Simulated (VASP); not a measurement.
# SiGe (P6_3mc) in VASP: a series of runs

SiGe is run at these levels: PBEsol; tasks: single point, relaxation of the atoms.

Program: VASP 6.6.1. These are calculated values, not measurements. Logs are shortened: lines on timing, memory, paths and dates and some standing lists are left out, and cuts for length are marked.

## 1. The cell of the first run

It takes space group P6_3mc (No. 186, hexagonal). The conventional cell has a = 4.018 Å, b = 4.018 Å, c = 6.637 Å, α = 90.00°, β = 90.00°, γ = 120.00°. Within 3.3 Å of Si (site symmetry 3m) lie 4 Ge at 2.46 to 2.49 Å. Ge (site symmetry 3m) has 4 Si at 2.46 to 2.49 Å within 3.3 Å.

## 2. Single point, PBEsol

INCAR

```
SYSTEM = SiGe
PREC = Accurate
ENCUT = 520
EDIFF = 1E-7
ISMEAR = 0
SIGMA = 0.02
LREAL = .False.
LASPH = .True.
NELM = 80
ALGO = Normal
ISIF = 2
LWAVE = .False.
LCHARG = .False.
GGA = PS
NBANDS = 26
```

KPOINTS

```
regular mesh
0
Gamma
  12 12 6
  0 0 0
```

POSCAR

```
SiGe
1.0
    4.0176148143      0.0000000000      0.0000000000
   -2.0088074071      3.4793564918      0.0000000000
    0.0000000000      0.0000000000      6.6366945583
Si Ge
2 2
Direct
    0.6666666667      0.3333333333      0.8747673200
    0.3333333333      0.6666666667      0.3747673200
    0.6666666667      0.3333333333      0.5002316800
    0.3333333333      0.6666666667      0.0002316800
```

Potentials or basis: VASP PAW PBE potentials, release 64 (Si, Ge_d).

Run with:

```console
> cat potpaw_PBE.64/Si/POTCAR potpaw_PBE.64/Ge_d/POTCAR > POTCAR
> mpirun -np 1 vasp_std > vasp.out
```

OUTCAR:

```text
SYSTEM = SiGe
   PREC = Accurate
   ENCUT = 520
   EDIFF = 1E-7
   ISMEAR = 0
   LREAL = .False.
   LASPH = .True.
   NELM = 80
   ISIF = 2
   GGA = PS

 ion  position               nearest neighbor table
   1  0.667  0.333  0.875-   4 2.46   4 2.46   4 2.46   3 2.49
   2  0.333  0.667  0.375-   3 2.46   3 2.46   3 2.46   4 2.49
   3  0.667  0.333  0.500-   2 2.46   2 2.46   2 2.46   1 2.49
   4  0.333  0.667  0.000-   1 2.46   1 2.46   1 2.46   2 2.49

  LATTYP: Found a hexagonal cell.
 ALAT       =     4.0176148143
 C/A-ratio  =     1.6518991653

  Lattice vectors:

 A1 = (   4.0176148143,   0.0000000000,   0.0000000000)
 A2 = (  -2.0088074071,   3.4793564918,   0.0000000000)
 A3 = (   0.0000000000,   0.0000000000,   6.6366945583)

Analysis of symmetry for initial positions (statically):
=====================================================================
 Subroutine PRICEL returns:
 Original cell was already a primitive cell.

 Routine SETGRP: Setting up the symmetry group for a
 hexagonal supercell.

 Subroutine GETGRP returns: Found 12 space group operations
 (whereof  6 operations were pure point group operations)
 out of a pool of 24 trial point group operations.

The static configuration has the point symmetry C_3v.
 The point group associated with its full space group is C_6v.

Analysis of symmetry for dynamics (positions and initial velocities):
=====================================================================
 Subroutine PRICEL returns:
 Original cell was already a primitive cell.

 Routine SETGRP: Setting up the symmetry group for a
 hexagonal supercell.

 Subroutine GETGRP returns: Found 12 space group operations
 (whereof  6 operations were pure point group operations)
 out of a pool of 24 trial point group operations.

The dynamic configuration has the point symmetry C_3v.
 The point group associated with its full space group is C_6v.

 Subroutine INISYM returns: Found 12 space group operations
 (whereof  6 operations are pure point group operations),
 and found     1 'primitive' translations

----------------------------------------------------------------------------------------

                                     Primitive cell

  volume of cell :      92.7725

  direct lattice vectors                    reciprocal lattice vectors
     4.017614814  0.000000000  0.000000000     0.248903901  0.143704734  0.000000000
    -2.008807407  3.479356492  0.000000000     0.000000000  0.287409468  0.000000000
     0.000000000  0.000000000  6.636694558     0.000000000  0.000000000  0.150677418

  length of vectors
     4.017614814  4.017614814  6.636694558     0.287409468  0.287409468  0.150677418

  position of ions in fractional coordinates (direct lattice)
     0.666666667  0.333333333  0.874767320
     0.333333333  0.666666667  0.374767320
     0.666666667  0.333333333  0.500231680
     0.333333333  0.666666667  0.000231680

  ion indices of the primitive-cell ions
   primitive index   ion index
                 1           1
                 2           2
                 3           3
                 4           4

----------------------------------------------------------------------------------------

 KPOINTS: regular mesh

Automatic generation of k-mesh.
 Grid dimensions read from file:
 generate k-points for:   12   12    6

 Generating k-lattice:

  Cartesian coordinates                     Fractional coordinates (reciprocal lattice)
     0.020741992  0.011975395  0.000000000     0.083333333  0.000000000  0.000000000
     0.000000000  0.023950789  0.000000000     0.000000000  0.083333333  0.000000000
     0.000000000  0.000000000  0.025112903     0.000000000  0.000000000  0.166666667

  Length of vectors
     0.023950789  0.023950789  0.025112903

  Shift w.r.t. Gamma in fractional coordinates (k-lattice)
     0.000000000  0.000000000  0.000000000

 Subroutine IBZKPT returns following result:
 ===========================================

 Found     76 irreducible k-points:

 Following reciprocal coordinates:
            Coordinates               Weight
  0.000000  0.000000  0.000000      1.000000
  0.083333 -0.000000  0.000000      6.000000
  0.166667 -0.000000  0.000000      6.000000
  0.250000 -0.000000  0.000000      6.000000
  0.333333 -0.000000  0.000000      6.000000
  0.416667 -0.000000  0.000000      6.000000
[... 16 lines left out ...]
  0.250000 -0.000000  0.166667     12.000000
  0.333333 -0.000000  0.166667     12.000000
 [... further k-points ...]
   k-points           NKPTS =     76   k-points in BZ     NKDIM =     76   number of bands    NBANDS=     26
   number of dos      NEDOS =    301   number of ions     NIONS =      4
   total plane-waves  NPLWV =  45000
   dimension x,y,z NGX =    30 NGY =   30 NGZ =   50
   dimension x,y,z NGXF=    60 NGYF=   60 NGZF=  100
   ions per type =               2   2
   NGX,Y,Z   is equivalent  to a cutoff of  12.41, 12.41, 12.52 a.u.
   NGXF,Y,Z  is equivalent  to a cutoff of  24.83, 24.83, 25.05 a.u.
 SYSTEM =  SiGe
   PREC   = accura    normal or accurate (medium, high low for compatibility)
   ISTART =      0    job   : 0-new  1-cont  2-samecut
   ICHARG =      2    charge: 1-file 2-atom 10-const
   ISPIN  =      1    spin polarized calculation?
   LNONCOLLINEAR =      F non collinear calculations
   LSORBIT =      F    spin-orbit coupling
   LASPH  =      T    aspherical Exc in radial PAW
   ENCUT  =  520.0 eV  38.22 Ry    6.18 a.u.   7.47  7.47 12.34*2*pi/ulx,y,z
   NELM   =     80;   NELMIN=  2; NELMDL= -5     # of ELM steps
   EDIFF  = 0.1E-06   stopping-criterion for ELM
   LREAL  =      F    real-space projection
   EDIFFG = 0.1E-05   stopping-criterion for IOM
   NSW    =      0    number of steps for IOM
   IBRION =     -1    ionic relax: 0-MD 1-quasi-New 2-CG
   NFREE  =      0    steps in history (QN), initial steepest desc. (CG)
   ISIF   =      2    stress and relaxation
   ISYM   =      2    0-nonsym 1-usesym 2-fastsym
   POTIM  = 0.5000    time-step for ionic-motion
   TEBEG  =    0.0;   TEEND  =   0.0 temperature during run
   PSTRESS=    0.0 pullay stress
   NELECT =      36.0000    total number of electrons
   NUPDOWN=      -1.0000    fix difference up-down
   EMIN   =  10.00;   EMAX   =-10.00  energy-range for DOS
   EFERMI =   0.00;   METHOD = LEGACY
   ISMEAR =     0;   SIGMA  =   0.02  broadening in eV -4-tet -1-fermi 0-gaus
   EFERMI_NEDOS =   21; number of points for ismear=-14 and -15
   IALGO  =     38    algorithm
   IMIX   =      4    mixing-type and parameters
     AMIX     =   0.40;   BMIX     =  1.00
     AMIX_MAG =   1.60;   BMIX_MAG =  1.00
  volume/ion in A,a.u.               =      23.19       156.51
  Fermi-wavevector in a.u.,A,eV,Ry     =   1.194087  2.256497 19.399783  1.425844
  Thomas-Fermi vector in A             =   2.330086
   LORBIT       =      0    0 simple, 1 ext, 2 COOP (PROOUT), +10 PAW based schemes
   GGA     = PS    functional components
   LHFCALC =     F    Hartree Fock is set to
   AEXX    =    0.0000 exact exchange contribution
   IVDW    =     0    specifies the selected vdW correction
   LEPSILON=     F    determine dielectric tensor
   LRPA    =     F    only Hartree local field effects (RPA)
 non-spin polarized calculation
 Gauss-broadening in eV      SIGMA  =   0.02
  energy-cutoff  :      520.00
  volume of cell :       92.77
 maximum number of plane-waves:      2539
 NGX is ok and might be reduce to    30
   NGX = 15   NGY = 15   NGZ = 25

 number of electron      35.9999999 magnetization

 Free energy of the ion-electron system (eV)
  ---------------------------------------------------
  ext. energy  EPLUGINS =         0.00000000
  ---------------------------------------------------
  free energy    TOTEN  =       -21.10473905 eV

  energy without entropy =      -21.10473905  energy(sigma->0) =      -21.10473905

 E-fermi :   4.7681     XC(G=0):  -9.5014

 val. band max:        4.6740907781   @ k =   0.0000   0.0000   0.0000
 cond. band min:       4.8482047938   @ k =   0.0000   0.0000   0.0000
 fundamental gap:      0.1741140157
 Fermi energy:         4.7681132619

 k-point     1 :       0.0000    0.0000    0.0000
  band No.  band energies     occupation
      1     -19.7714      2.00000
      2     -19.7713      2.00000
      3     -19.7687      2.00000
      4     -19.7687      2.00000
      5     -19.7666      2.00000
      6     -19.7666      2.00000
[... 18 lines left out ...]
     25       8.8300      0.00000
     26      10.9466      0.00000

 k-point     2 :       0.0833   -0.0000    0.0000
  band No.  band energies     occupation
      1     -19.7713      2.00000
      2     -19.7711      2.00000
      3     -19.7688      2.00000
      4     -19.7684      2.00000
      5     -19.7664      2.00000
      6     -19.7662      2.00000
[... 18 lines left out ...]
     25       9.1153      0.00000
     26      10.6423      0.00000

 k-point     3 :       0.1667   -0.0000    0.0000
  band No.  band energies     occupation
      1     -19.7716      2.00000
      2     -19.7704      2.00000
      3     -19.7690      2.00000
      4     -19.7677      2.00000
      5     -19.7660      2.00000
      6     -19.7654      2.00000
[... 18 lines left out ...]
     25       9.8636      0.00000
     26       9.8739      0.00000

 k-point     4 :       0.2500   -0.0000    0.0000
  band No.  band energies     occupation
      1     -19.7722      2.00000
      2     -19.7697      2.00000
      3     -19.7691      2.00000
      4     -19.7669      2.00000
      5     -19.7652      2.00000
      6     -19.7643      2.00000
[... 18 lines left out ...]
     25      10.6955      0.00000
     26      10.8900      0.00000
[... 496 lines left out ...]
      1     -19.7716      2.00000
      2     -19.7707      2.00000
      3     -19.7686      2.00000
      4     -19.7676      2.00000
      5     -19.7662      2.00000
      6     -19.7655      2.00000
[... 18 lines left out ...]
     25       9.6687      0.00000
     26      10.2873      0.00000

 k-point    23 :       0.2500   -0.0000    0.1667
  band No.  band energies     occupation
      1     -19.7722      2.00000
      2     -19.7704      2.00000
      3     -19.7683      2.00000
      4     -19.7667      2.00000
      5     -19.7653      2.00000
      6     -19.7644      2.00000
[... 18 lines left out ...]
     25      10.4881      0.00000
     26      10.6627      0.00000

 k-point    24 :       0.3333   -0.0000    0.1667
  band No.  band energies     occupation
      1     -19.7729      2.00000
      2     -19.7706      2.00000
      3     -19.7676      2.00000
      4     -19.7660      2.00000
      5     -19.7644      2.00000
      6     -19.7634      2.00000
[... 18 lines left out ...]
     25      11.3042      0.00000
     26      11.7163      0.00000

 [... further k-points ...]

------------------------ aborting loop because EDIFF is reached ----------------------------------------

  FORCE on cell =-STRESS in cart. coord.  units (eV):
  Direction    XX          YY          ZZ          XY          YZ          ZX
  --------------------------------------------------------------------------------------
  -------------------------------------------------------------------------------------
  Total       -3.3775051     -3.3775051     -3.4488462     -0.0000000      0.0000000      0.0000000
  in kB      -58.3294045    -58.3294045    -59.5614626     -0.0000000      0.0000000      0.0000000
  external PRESSURE =     -58.7400905 kB  Pullay stress =       0.0000000 kB

 VOLUME and BASIS-vectors are now :
 -----------------------------------------------------------------------------
  energy-cutoff  :      520.00
  volume of cell :       92.77
      direct lattice vectors                 reciprocal lattice vectors
     4.017614814  0.000000000  0.000000000     0.248903901  0.143704734  0.000000000
    -2.008807407  3.479356492  0.000000000     0.000000000  0.287409468  0.000000000
     0.000000000  0.000000000  6.636694558     0.000000000  0.000000000  0.150677418

 POSITION                                       TOTAL-FORCE (eV/Angst)
 -----------------------------------------------------------------------------------
      2.00881      1.15979      5.80556         0.000000      0.000000      0.000521
     -0.00000      2.31957      2.48722         0.000000     -0.000000      0.000521
      2.00881      1.15979      3.31988         0.000000     -0.000000     -0.000521
     -0.00000      2.31957      0.00154        -0.000000      0.000000     -0.000521
 -----------------------------------------------------------------------------------
    total drift:                               -0.000000     -0.000000     -0.000071

  FREE ENERGIE OF THE ION-ELECTRON SYSTEM (eV)
  ---------------------------------------------------
  free  energy   TOTEN  =       -21.1047390517 eV

  energy  without entropy=      -21.1047390517  energy(sigma->0) =      -21.10473905
```

It took 73 s on 1 thread of Intel Xeon 6975P-C (Granite Rapids), shared host; peak memory 0.29 GiB.

What came out:

- Free energy: -21.1047 eV
- Pressure: -5.9 GPa
- Band gap on the k mesh: 0.17 eV

Stress tensor (GPa, compression positive):
```
-5.83  0.00  0.00
 0.00 -5.83  0.00
 0.00  0.00 -5.96
```

Caveat: the cell stands under tension; semilocal functionals underestimate gaps, and a narrow one can read as zero; the PAW data sets were made with another functional, which shifts forces and pressure a little. A k mesh can miss the band edges.

## 3. Relaxation of the atoms, PBEsol (equal strain along all axes, cell held: +1.0 %)

INCAR

```
  ALGO = Normal
  EDIFF = 1E-6
  EDIFFG = -0.008
  ENCUT = 520
  GGA = PS
  IBRION = 2
  ISIF = 2
  ISMEAR = 0
  KPAR = 4
  LASPH = True
  LCHARG = False
  LREAL = False
  LWAVE = False
  NELM = 100
  NSW = 60
  PREC = Accurate
  SIGMA = 0.02
```

KPOINTS

```
k-points
0
Gamma
  12 12 6
```

POSCAR

```
SiGe
1.0
    3.9396028761      0.0000000000      0.0000000000
   -1.9698014381      3.4117961715      0.0000000000
    0.0000000000      0.0000000000      6.5078267028
Si Ge
2 2
Direct
    0.6666666667      0.3333333333      0.8745463427
    0.3333333333      0.6666666667      0.3745463427
    0.6666666667      0.3333333333      0.5004526573
    0.3333333333      0.6666666667      0.0004526573
```

Potentials or basis: VASP PAW PBE potentials, release 64 (Si, Ge_d).

Run with:

```console
> cat potpaw_PBE.64/Si/POTCAR potpaw_PBE.64/Ge_d/POTCAR > POTCAR
> mpirun -np 4 vasp_std > vasp.out
```

Run time: 52 s. Hardware: 4 MPI ranks of Oxide Virtual Turin-like, shared host; peak memory 0.26 GiB.

It converged, with:

- Free energy: -21.2426 eV
- Energy gained by relaxing: 0.0 meV/atom
- Ionic steps: 2
- Pressure after relaxing: -2.3 GPa
- Band gap on the k mesh: 0.33 eV

Final structure:
```
Si Ge
1.0
     3.93960    0.00000    0.00000
    -1.96980    3.41180    0.00000
     0.00000    0.00000    6.50783
Si Ge
2 2
Direct
  0.66667 0.33333 0.87463
  0.33333 0.66667 0.37463
  0.66667 0.33333 0.50037
  0.33333 0.66667 0.00037
```

Levels at points of the mesh, in eV from the valence-band top:
```tsv
k point	band 15	band 16	band 17	band 18	band 19	band 20	band 21	band 22
(0.00, 0.00, 0.00)	-1.53	-0.29	0.00	0.00	0.33	1.22	2.05	2.05
(0.50, 0.00, 0.00)	-4.63	-3.08	-2.92	-1.48	0.40	1.90	3.21	3.33
(0.00, 0.00, 0.50)	-0.93	-0.93	-0.93	-0.93	1.11	1.11	3.07	3.07
(0.50, 0.00, 0.50)	-2.53	-2.53	-2.44	-2.44	0.61	0.61	1.82	1.82
```

Caveat: the cell differs from its parent crystal (equal strain along all axes, cell held: +1.0 %); semilocal functionals underestimate gaps, and a narrow one can read as zero; the PAW data sets were made with another functional, which shifts forces and pressure a little. A k mesh can miss the band edges.
